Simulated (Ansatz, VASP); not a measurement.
**SnO2: VASP beside Ansatz**

```
Sn O
1.0
     4.77155    0.00000    0.00000
     0.00000    4.77156    0.00000
     0.00000    0.00000    3.31334
Sn O
2 4
Direct
  0.50000 0.50000 0.50000
  0.00000 0.00000 0.00000
  0.33118 0.28203 0.00000
  0.83118 0.21797 0.50000
  0.16882 0.78203 0.50000
  0.66882 0.71797 0.00000
```

Change from the starting cell: mode 4 frozen in at +0.168 Å, strain +e along z and -e/2 along x and y +0.0233.

Alike in both runs: task single point; functional PBE; k mesh 6 × 6 × 8; occupations gaussian, width 0.05 eV; no spin polarisation.

|  | VASP | Ansatz |
| --- | --- | --- |
| version | VASP 6.6.1 | Ansatz 0.2.0 |
| potentials or method | VASP PAW PBE potentials, release 64 (Sn_d, O), cutoff 520 eV | scalar-relativistic, plane waves, PAW |
| valence electrons in the cell | 52 | 52 |

Ansatz gave:

| Quantity | Value |
| --- | --- |
| gap on the k mesh at the Fermi level (eV) | 0.84 |
| least direct gap on the mesh (eV) | 0.91 |
| pressure (GPa) | -2.0 |
| traceless stress, the component that is largest in VASP (GPa) | -4.45 |
| rms of the force components (eV/Å) | 0.095 |

Question: Estimate VASP's values.

Answer: gap on the k mesh at the Fermi level (eV): 0.83; least direct gap on the mesh (eV): 0.90; pressure (GPa): -1.4; traceless stress, the component that is largest in VASP (GPa): -4.29; rms of the force components (eV/Å): 0.090.

Atom by atom the forces differ by 0.005 eV/Å (rms over components).
